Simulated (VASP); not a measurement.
Set up this calculation in VASP 6.6.1, as the native input.

```
Task                   : single point
Functional             : PBE
Potentials or basis    : VASP PAW PBE potentials, release 64 (Fe, Si)
Cutoff                 : 520 eV
k mesh                 : 8 × 8 × 8
Occupations            : gaussian, width 0.01 eV
Spin                   : no spin polarisation
Dipole correction      : no
Further INCAR settings : ALGO = Normal; EDIFF = 1e-06; NBANDS = 34
```

The structure of FeSi (db.b) lies in POSCAR:

```
FeSi
1.0
    4.5507000000      0.0000000000      0.0000000000
    0.0000000000      4.5507000000      0.0000000000
    0.0000000000      0.0000000000      4.5507000000
Fe Si
4 4
Direct
    0.1322402737      0.1322402737      0.1322402737
    0.3677597263      0.8677597263      0.6322402737
    0.6322402737      0.3677597263      0.8677597263
    0.8677597263      0.6322402737      0.3677597263
    0.8390572597      0.8390572597      0.8390572597
    0.6609427403      0.1609427403      0.3390572597
    0.3390572597      0.6609427403      0.1609427403
    0.1609427403      0.3390572597      0.6609427403
```

These files were run (other wordings do the same):

INCAR

```
PREC = Accurate
ENCUT = 520
EDIFF = 1E-6
ISMEAR = 0
SIGMA = 0.01
LREAL = F
LASPH = T
NELM = 60
ALGO = Normal
ISIF = 2
LWAVE = F
LCHARG = F
GGA = PE
NBANDS = 34
```

KPOINTS

```
Automatic mesh
0
Gamma
  8 8 8
```

Potentials or basis: VASP PAW PBE potentials, release 64 (Fe, Si).

Command:

```console
$ cat potpaw_PBE.64/Fe/POTCAR potpaw_PBE.64/Si/POTCAR > POTCAR
$ mpirun -np 1 vasp_std > vasp.out
```

It gave:

```
Pressure               : -12.5 GPa
Largest force          : 0.029 eV/Å
Band gap on the k mesh : 0.16 eV, indirect (least direct gap 0.18 eV)
```

Run time: 71 s on 1 thread of AMD EPYC 9R45 (Zen 5), on a shared host, peak memory 0.23 GiB.
